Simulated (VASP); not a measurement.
Here is a VASP 6.6.1 calculation.

INCAR

```
SYSTEM = KCd2
PREC = Accurate
ENCUT = 520
EDIFF = 1E-6
ISMEAR = 0
SIGMA = 0.1
LREAL = .FALSE.
LASPH = .TRUE.
NELM = 60
ALGO = Fast
ISIF = 2
LWAVE = .FALSE.
LCHARG = .FALSE.
GGA = PE
NBANDS = 24
```

The input KPOINTS:

```
regular mesh
0
G
  16 16 16
  0 0 0
```

POSCAR

```
KCd2
1.0
   -2.0234195339      2.0234195339      6.1809621872
    2.0234195339     -2.0234195339      6.1809621872
    2.0234195339      2.0234195339     -6.1809621872
K Cd
1 2
Direct
    0.0000000000      0.0000000000      0.0000000000
    0.7055446843      0.7055446843      0.0000000000
    0.2944553157      0.2944553157      0.0000000000
```

Potentials or basis: VASP PAW PBE potentials, release 64 (K_sv, Cd).

Run with:

```console
$ cat potpaw_PBE.64/K_sv/POTCAR potpaw_PBE.64/Cd/POTCAR > POTCAR
$ mpirun -np 1 vasp_std > vasp.out
```

Q: Estimate the band gap on the k mesh.

A: Zero (an odd number of electrons rules out a gap without spin polarisation).

Q: What does it give for the pressure?

A: 0.1 GPa.

Q: Predict the largest force.

A: 0.010 eV/Å.

Forces in eV/Å, atoms in the order of the input:
```
K    0.000  0.000  0.000
Cd   0.000  0.000 -0.010
Cd   0.000  0.000  0.010
```
